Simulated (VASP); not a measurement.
# CdF2 (Fm-3m) in VASP: further runs

The runs below take CdF2 through single point, with PBE, r2SCAN.

Everything below comes from runs of VASP 6.6.1. Logs are shortened: lines on timing, memory, paths and dates and some standing lists are left out, and cuts for length are marked.

## 1. The cell of the first run

It takes space group Fm-3m (No. 225, cubic). Conventional cell: a = 5.325 Å, b = 5.325 Å, c = 5.325 Å, α = 90.00°, β = 90.00°, γ = 90.00°. Within 3.0 Å of Cd (site symmetry m-3m) lie 8 F at 2.31 Å. Within 3.0 Å of F (site symmetry -43m) lie 4 Cd at 2.31 Å and 6 F at 2.66 Å.

## 2. Single point, PBE

File INCAR:

```
SYSTEM = CdF2
PREC = Accurate ; ENCUT = 700
EDIFF = 1E-6 ; ISMEAR = -1
SIGMA = 0.05 ; LREAL = .False.
LASPH = .True. ; NELM = 120
ALGO = Normal ; ISIF = 2
LWAVE = .False. ; LCHARG = .False.
GGA = PE ; NBANDS = 24
GGA_COMPAT = .False.
```

File KPOINTS:

```
Automatic mesh
0
Gamma
  9 9 9
  0 0 0
```

File POSCAR:

```
CdF2
1.0
    0.0000000000      2.6625642177      2.6625642177
    2.6625642177      0.0000000000      2.6625642177
    2.6625642177      2.6625642177      0.0000000000
Cd F
1 2
Direct
    0.0000000000      0.0000000000      0.0000000000
    0.7500000000      0.7500000000      0.7500000000
    0.2500000000      0.2500000000      0.2500000000
```

Potentials or basis: VASP PAW PBE potentials, release 64 (Cd_sv_GW, F).

Command:

```sh
> cat potpaw_PBE.64/Cd_sv_GW/POTCAR potpaw_PBE.64/F/POTCAR > POTCAR
> mpirun -np 1 vasp_std > vasp.out
```

OUTCAR:

```text
SYSTEM = CdF2
   PREC = Accurate
   ENCUT = 700
   EDIFF = 1E-6
   ISMEAR = -1
   LREAL = .False.
   LASPH = .True.
   NELM = 120
   ISIF = 2
   GGA = PE

 ion  position               nearest neighbor table
   1  0.000  0.000  0.000-
   2  0.750  0.750  0.750-
   3  0.250  0.250  0.250-

  LATTYP: Found a face centered cubic cell.
 ALAT       =     5.3251284354

  Lattice vectors:

 A1 = (   0.0000000000,   2.6625642177,   2.6625642177)
 A2 = (   2.6625642177,   0.0000000000,   2.6625642177)
 A3 = (   2.6625642177,   2.6625642177,   0.0000000000)

Analysis of symmetry for initial positions (statically):
=====================================================================
 Subroutine PRICEL returns:
 Original cell was already a primitive cell.

 Routine SETGRP: Setting up the symmetry group for a
 face centered cubic supercell.

 Subroutine GETGRP returns: Found 48 space group operations
 (whereof 48 operations were pure point group operations)
 out of a pool of 48 trial point group operations.

The static configuration has the point symmetry O_h .

Analysis of symmetry for dynamics (positions and initial velocities):
=====================================================================
 Subroutine PRICEL returns:
 Original cell was already a primitive cell.

 Routine SETGRP: Setting up the symmetry group for a
 face centered cubic supercell.

 Subroutine GETGRP returns: Found 48 space group operations
 (whereof 48 operations were pure point group operations)
 out of a pool of 48 trial point group operations.

The dynamic configuration has the point symmetry O_h .

 Subroutine INISYM returns: Found 48 space group operations
 (whereof 48 operations are pure point group operations),
 and found     1 'primitive' translations

----------------------------------------------------------------------------------------

                                     Primitive cell

  volume of cell :      37.7512

  direct lattice vectors                    reciprocal lattice vectors
     0.000000000  2.662564218  2.662564218    -0.187788898  0.187788898  0.187788898
     2.662564218  0.000000000  2.662564218     0.187788898 -0.187788898  0.187788898
[... 66 lines left out ...]
 -0.333333  0.333333  0.000000     12.000000
  0.444444  0.444444  0.000000      6.000000
 [... further k-points ...]
   k-points           NKPTS =     35   k-points in BZ     NKDIM =     35   number of bands    NBANDS=     24
   number of dos      NEDOS =    301   number of ions     NIONS =      3
   total plane-waves  NPLWV =  32768
   dimension x,y,z NGX =    32 NGY =   32 NGZ =   32
   dimension x,y,z NGXF=    64 NGYF=   64 NGZF=   64
   ions per type =               1   2
   NGX,Y,Z   is equivalent  to a cutoff of  14.13, 14.13, 14.13 a.u.
   NGXF,Y,Z  is equivalent  to a cutoff of  28.26, 28.26, 28.26 a.u.
 SYSTEM =  CdF2
   PREC   = accura    normal or accurate (medium, high low for compatibility)
   ISTART =      0    job   : 0-new  1-cont  2-samecut
   ICHARG =      2    charge: 1-file 2-atom 10-const
   ISPIN  =      1    spin polarized calculation?
   LNONCOLLINEAR =      F non collinear calculations
   LSORBIT =      F    spin-orbit coupling
   LASPH  =      T    aspherical Exc in radial PAW
   ENCUT  =  700.0 eV  51.45 Ry    7.17 a.u.   8.12  8.12  8.12*2*pi/ulx,y,z
   NELM   =    120;   NELMIN=  2; NELMDL= -5     # of ELM steps
   EDIFF  = 0.1E-05   stopping-criterion for ELM
   LREAL  =      F    real-space projection
[... 7 lines left out ...]
   TEBEG  =    0.0;   TEEND  =   0.0 temperature during run
   PSTRESS=    0.0 pullay stress
   NELECT =      34.0000    total number of electrons
   NUPDOWN=      -1.0000    fix difference up-down
   EMIN   =  10.00;   EMAX   =-10.00  energy-range for DOS
   EFERMI =   0.00;   METHOD = LEGACY
   ISMEAR =    -1;   SIGMA  =   0.05  broadening in eV -4-tet -1-fermi 0-gaus
   EFERMI_NEDOS =   21; number of points for ismear=-14 and -15
   IALGO  =     38    algorithm
   IMIX   =      4    mixing-type and parameters
     AMIX     =   0.40;   BMIX     =  1.00
     AMIX_MAG =   1.60;   BMIX_MAG =  1.00
  volume/ion in A,a.u.               =      12.58        84.92
  Fermi-wavevector in a.u.,A,eV,Ry     =   1.580973  2.987605 34.007419  2.499475
  Thomas-Fermi vector in A             =   2.681119
   LORBIT       =      0    0 simple, 1 ext, 2 COOP (PROOUT), +10 PAW based schemes
   GGA     = PE    functional components
   LHFCALC =     F    Hartree Fock is set to
   AEXX    =    0.0000 exact exchange contribution
   IVDW    =     0    specifies the selected vdW correction
   LEPSILON=     F    determine dielectric tensor
   LRPA    =     F    only Hartree local field effects (RPA)
 non-spin polarized calculation
  energy-cutoff  :      700.00
  volume of cell :       37.75
 maximum number of plane-waves:      1604
   NGX = 17   NGY = 17   NGZ = 17

 number of electron      33.9999993 magnetization

 Free energy of the ion-electron system (eV)
  ---------------------------------------------------
  ext. energy  EPLUGINS =         0.00000000
  ---------------------------------------------------
  free energy    TOTEN  =       -10.91644036 eV

  energy without entropy =      -10.91644036  energy(sigma->0) =      -10.91644036

 E-fermi :   2.3762     XC(G=0): -10.7517

 val. band max:        0.9542670227   @ k =  -0.3333   0.4444   0.2222
 cond. band min:       4.2009000914   @ k =   0.0000   0.0000   0.0000
 fundamental gap:      3.2466330687
 Fermi energy:         2.3762353380

 k-point     1 :       0.0000    0.0000    0.0000
  band No.  band energies     occupation
      1     -97.3765      2.00000
      2     -58.4770      2.00000
      3     -58.4770      2.00000
      4     -58.4770      2.00000
      5     -20.0178      2.00000
      6     -18.8174      2.00000
[... 637 lines left out ...]
     23      20.9134      0.00000
     24      21.9910      0.00000

 [... further k-points ...]
[... 5 lines left out ...]
  --------------------------------------------------------------------------------------
  -------------------------------------------------------------------------------------
  Total        2.2516411      2.2516411      2.2516411      0.0000000      0.0000000      0.0000000
  in kB       95.5607365     95.5607365     95.5607365      0.0000000      0.0000000      0.0000000
  external PRESSURE =      95.5607365 kB  Pullay stress =       0.0000000 kB

 VOLUME and BASIS-vectors are now :
 -----------------------------------------------------------------------------
  energy-cutoff  :      700.00
  volume of cell :       37.75
      direct lattice vectors                 reciprocal lattice vectors
     0.000000000  2.662564218  2.662564218    -0.187788898  0.187788898  0.187788898
     2.662564218  0.000000000  2.662564218     0.187788898 -0.187788898  0.187788898
     2.662564218  2.662564218  0.000000000     0.187788898  0.187788898 -0.187788898

 POSITION                                       TOTAL-FORCE (eV/Angst)
 -----------------------------------------------------------------------------------
      0.00000      0.00000      0.00000        -0.000000      0.000000     -0.000000
      3.99385      3.99385      3.99385         0.000000      0.000000      0.000000
      1.33128      1.33128      1.33128        -0.000000     -0.000000     -0.000000
 -----------------------------------------------------------------------------------
    total drift:                                0.000000     -0.000000      0.000000

  FREE ENERGIE OF THE ION-ELECTRON SYSTEM (eV)
  ---------------------------------------------------
  free  energy   TOTEN  =       -10.9164403611 eV

  energy  without entropy=      -10.9164403611  energy(sigma->0) =      -10.91644036
```

OSZICAR:

```text
N       E                     dE             d eps       ncg     rms          rms(c)
DAV:   1     0.671603891493E+03    0.67160E+03   -0.23119E+04  1704   0.237E+03
DAV:   2     0.514203410128E+02   -0.62018E+03   -0.56362E+03  1680   0.705E+02
DAV:   3    -0.105888663753E+02   -0.62009E+02   -0.61277E+02  2544   0.248E+02
DAV:   4    -0.124846152164E+02   -0.18957E+01   -0.18953E+01  1928   0.458E+01
DAV:   5    -0.125569364702E+02   -0.72321E-01   -0.72319E-01  2568   0.923E+00    0.133E+01
DAV:   6    -0.109152086407E+02    0.16417E+01   -0.38285E+00  2472   0.462E+01    0.110E+01
DAV:   7    -0.109254123305E+02   -0.10204E-01   -0.44994E-01  1752   0.700E+00    0.727E+00
DAV:   8    -0.109247246917E+02    0.68764E-03   -0.12527E-01  2368   0.636E+00    0.143E+00
DAV:   9    -0.109163653911E+02    0.83593E-02   -0.36203E-02  2640   0.473E+00    0.339E-01
DAV:  10    -0.109163674709E+02   -0.20798E-05   -0.25217E-03  2344   0.716E-01    0.178E-01
DAV:  11    -0.109164339005E+02   -0.66430E-04   -0.33170E-04  2464   0.502E-01    0.379E-02
DAV:  12    -0.109164366959E+02   -0.27954E-05   -0.38413E-05  2064   0.654E-02    0.865E-03
DAV:  13    -0.109164406490E+02   -0.39531E-05   -0.40238E-06  1936   0.451E-02    0.280E-03
DAV:  14    -0.109164403611E+02    0.28797E-06   -0.29770E-07  1520   0.299E-02
   1 F= -.10916440E+02 E0= -.10916440E+02  d E =-.126842E-12
```

Wall time 24 s (1 thread of Intel Xeon Platinum 8488C (Sapphire Rapids), shared host); peak memory 0.21 GiB.

What came out:

| Item | Value |
| --- | --- |
| Free energy | -10.9164 eV |
| Pressure | 9.6 GPa |
| Band gap on the k mesh | 3.25 eV (least direct gap 3.67 eV) |

Levels at points of the mesh, in eV from the valence-band top:
| k point | band 15 | band 16 | band 17 | band 18 | band 19 | band 20 |
| --- | --- | --- | --- | --- | --- | --- |
| (0.00, 0.00, 0.00) | -0.42 | -0.42 | -0.42 | 3.25 | 12.90 | 12.90 |

Caveat: the cell stands under pressure; an odd mesh through Γ misses points on the zone boundary, where band edges can lie.

## 3. Single point, PBE

This run uses another cell than the first one, of 12.77 Å³/atom.

File INCAR:

```
SYSTEM = CdF2
ALGO = Normal
EDIFF = 1E-6
ENCUT = 700
GGA = PE
GGA_COMPAT = .FALSE.
ISIF = 2
ISMEAR = -1
LASPH = .TRUE.
LCHARG = .TRUE.
LELF = .TRUE.
LREAL = .FALSE.
LVHAR = .TRUE.
LWAVE = .FALSE.
NBANDS = 24
NELM = 120
PREC = Accurate
SIGMA = 0.05
```

File KPOINTS:

```
k-points
0
G
  9 9 9
  0 0 0
```

File POSCAR:

```
CdF2
1.0
    0.0000000000      2.6759189183      2.6759189183
    2.6759189183      0.0000000000      2.6759189183
    2.6759189183      2.6759189183      0.0000000000
Cd F
1 2
Direct
    0.0000000000      0.0000000000      0.0000000000
    0.7500000000      0.7500000000      0.7500000000
    0.2500000000      0.2500000000      0.2500000000
```

Potentials or basis: VASP PAW PBE potentials, release 64 (Cd_sv_GW, F).

Command:

```sh
> cat potpaw_PBE.64/Cd_sv_GW/POTCAR potpaw_PBE.64/F/POTCAR > POTCAR
> mpirun -np 1 vasp_std > vasp.out
```

Run time: 35 s. Hardware: 1 thread of Intel Xeon 6975P-C (Granite Rapids), shared host; peak memory 0.24 GiB.

Results (log left out):

| Property | Result |
| --- | --- |
| Free energy | -10.9488 eV |
| Pressure | 7.5 GPa |
| Band gap on the k mesh | 3.19 eV (least direct gap 3.64 eV) |

Levels at points of the mesh, in eV from the valence-band top:
```
           k point  band 13  band 14  band 15  band 16  band 17  band 18  band 19  band 20  band 21  band 22
(0.00, 0.00, 0.00)    -1.00    -1.00    -0.45    -0.45    -0.45     3.19    12.83    12.83    12.83    17.87
```

Caveat: the cell stands under pressure; an odd mesh through Γ misses points on the zone boundary, where band edges can lie. Expect the measured gap to be larger: semilocal functionals such as PBE lack the derivative discontinuity.

## 4. Single point, r2SCAN, non-collinear spin, zero start, spin-orbit coupling

This run uses another cell than the first one, of 13.03 Å³/atom.

File POSCAR:

```
CdF2
1.0
    0.0000000000      2.6940000000      2.6940000000
    2.6940000000      0.0000000000      2.6940000000
    2.6940000000      2.6940000000      0.0000000000
Cd F
1 2
Direct
    0.0000000000      0.0000000000      0.0000000000
    0.7500000000      0.7500000000      0.7500000000
    0.2500000000      0.2500000000      0.2500000000
```

File INCAR.step1:

```
  PREC = Accurate
  ENCUT = 770
  ISMEAR = -1
  SIGMA = 0.05
  LREAL = False
  LASPH = True
  NELM = 200
  MAGMOM = 0 0 0 0 0 0 0 0 0
  LSORBIT = True
  GGA_COMPAT = False
  NBANDS = 47
  GGA = PE
  ALGO = Normal
  EDIFF = 1E-5
  LWAVE = True
  LCHARG = False
```

File INCAR.step2:

```
  PREC = Accurate
  ENCUT = 770
  EDIFF = 1E-6
  ISMEAR = -1
  SIGMA = 0.05
  LREAL = False
  LASPH = True
  NELM = 200
  ALGO = Normal
  ISIF = 2
  LWAVE = False
  LCHARG = False
  MAGMOM = 0 0 0 0 0 0 0 0 0
  LORBIT = 11
  LSORBIT = True
  GGA_COMPAT = False
  LORBMOM = True
  METAGGA = R2SCAN
  LMIXTAU = True
  NBANDS = 47
  ISTART = 1
```

File KPOINTS:

```
regular mesh
0
Gamma
  7 7 7
```

Command:

```sh
> cat potpaw_PBE.64/Cd_sv_GW/POTCAR potpaw_PBE.64/F/POTCAR > POTCAR
> cp INCAR.step1 INCAR
> mpirun -np 1 vasp_ncl > vasp.out
> cp INCAR.step2 INCAR
> mpirun -np 1 vasp_ncl > vasp.out
```

Run time: 9 min. Hardware: 1 thread of Intel Xeon Platinum 8488C (Sapphire Rapids), shared host; peak memory 0.53 GiB.

The run converged. Its results:

```
Free energy                                           : -34.2233 eV
Pressure                                              : -0.4 GPa
Net moment                                            : 0.00 μB per cell
Valence electrons inside the program's atomic spheres : Cd 17.56; F 6.12
```

Moments on the atoms (μB; x, y, z):
```
Cd  0.00 0.00 0.00
F   0.00 0.00 0.00
F   0.00 0.00 0.00
```

Caveat: the PAW data sets were made with another functional, which shifts forces and pressure a little.

[end of part 1 of 2]
